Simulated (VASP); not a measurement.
Runs of VASP 6.6.1 on BAs. The structure is that of space group F-43m (No. 216), or close to it. The cells are those of the table. 

```tsv
task	level	potentials or basis	cell	cutoff (eV)	gap on the mesh (eV)	pressure (GPa)	relaxed volume (Å³/atom)
relaxation of cell and atoms	PBEsol	VASP PAW PBE potentials, release 64 (B, As)	relaxed from a = 3.378 Å, angles 60.0°, 2 atoms	600	1.18	0.1	-
single point	PBE+D4	VASP PAW PBE potentials, release 64 (B, As)	a = 3.365 Å, angles 60.0°, 2 atoms	520	(c)	0.7	-
single point	LDA	VASP PAW LDA potentials, release 64 (B, As)	a = 3.346 Å, angles 60.0°, 2 atoms	520	(b)	1.0	-
relaxation of cell and atoms	PBE+D4	VASP PAW PBE potentials, release 64 (B, As)	relaxed from a = 3.378 Å, angles 60.0°, 2 atoms	600	1.27	0.0	13.53
single point	PBEsol	VASP PAW PBE potentials, release 64 (B, As)	a = 3.372 Å, angles 60.0°, 2 atoms	520	1.18	0.9	-
relaxation of cell and atoms	LDA	VASP PAW LDA potentials, release 64 (B, As)	relaxed from a = 3.378 Å, angles 60.0°, 2 atoms	600	1.21	0.0	(a)
```

Alike in all rows: no spin polarisation; k mesh 6 × 6 × 6; smearing gaussian 0.01 eV.

Question: Estimate the missing entries.

Answer: (a) 13.33; (b) 1.20; (c) 1.26.

Caveats: the PAW data sets were made with another functional, which shifts forces and pressure a little (some runs); the relaxation stopped at its first step, so nothing moved (some runs).

A k mesh can miss the band edges, and the runs leave out spin-orbit coupling on As.
